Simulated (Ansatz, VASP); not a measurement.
Two plane-wave programs on Cd7S

The input INCAR:

```
SYSTEM = Cd7S
PREC = Accurate
ENCUT = 600
EDIFF = 1E-7
ISMEAR = 0
SIGMA = 0.2
LREAL = .False.
LASPH = .True.
NELM = 80
ALGO = Normal
ISIF = 3
LWAVE = .False.
LCHARG = .False.
GGA = PE
IBRION = 2
NSW = 36
EDIFFG = -0.08
```

File KPOINTS:

```
Automatic mesh
0
Gamma
  5 5 1
  0 0 0
```

POSCAR

```
Cd7S
1.0
    3.4000000000      0.0000000000      0.0000000000
   -1.7000000000      2.9444863700      0.0000000000
    0.0000000000      0.0000000000     18.2000000000
Cd S
7 1
Direct
    0.6666666700      0.3333333300      0.9120000000
    0.0000000000      0.0000000000      0.1400000000
    0.0000000000      0.0000000000      0.6550000000
    0.3333333300      0.6666666700      0.7830000000
    0.3333333300      0.6666666700      0.2690000000
    0.0000000000      0.0000000000      0.3970000000
    0.3333333300      0.6666666700      0.5260000000
    0.0000000000      0.0000000000      0.0000000000
```

Input for Ansatz:

```yaml
crystal:
  lattice:
    - [3.4, 0.0, 0.0]
    - [-1.7, 2.94448637, 0.0]
    - [0.0, 0.0, 18.2]
  atoms:
    - { symbol: Cd, position: [0.66666667, 0.33333333, 0.912] }
    - { symbol: Cd, position: [0.0, 0.0, 0.14] }
    - { symbol: Cd, position: [0.0, 0.0, 0.655] }
    - { symbol: Cd, position: [0.33333333, 0.66666667, 0.783] }
    - { symbol: Cd, position: [0.33333333, 0.66666667, 0.269] }
    - { symbol: Cd, position: [0.0, 0.0, 0.397] }
    - { symbol: Cd, position: [0.33333333, 0.66666667, 0.526] }
    - { symbol: S, position: [0.0, 0.0, 0.0] }
basis:
  ecutwfc: 420
kpoints:
  mp_grid: { grid: [5, 5, 1] }
hamiltonian:
  xc: pbe
scf:
  occupations: { method: gaussian, width: 0.2 }
  lower_state_search: "off"
output:
  forces: true
  stress: true
  eigenvalues: true
relax:
  adjacent_minimum: "off"
  f_tol: 0.08
  max_steps: 16
  cell: { stress_tol: 0.8 }
```

Alike in both runs: task relaxation of cell and atoms; functional PBE; k mesh 5 × 5 × 1; occupations gaussian, width 0.2 eV; no spin polarisation.

|  | VASP | Ansatz |
| --- | --- | --- |
| version | VASP 6.6.1 | Ansatz 0.2.0 |
| potentials or method | VASP PAW PBE potentials, release 64 (Cd, S), cutoff 600 eV | scalar-relativistic, plane waves, PAW |
| valence electrons in the cell | 90 | 146 |

|  | VASP | Ansatz | Ansatz less VASP |
| --- | --- | --- | --- |
| gap on the k mesh at the Fermi level, each at its own relaxed structure (eV) | none | none | - |
| relaxed volume (Å³/atom) | 24.88 | 24.74 | -0.144 |
| relaxed cell length with the largest relative difference (Å) | 3.669 | 3.660 | -0.0089 |

A gap of «none» marks a metal or a gap that the smearing closes. VASP's potentials hold 90 valence electrons a cell and Ansatz's 146, so a difference there can come from the potentials and not from the codes.

The k mesh is coarse, so the values compare programs but aren't converged.
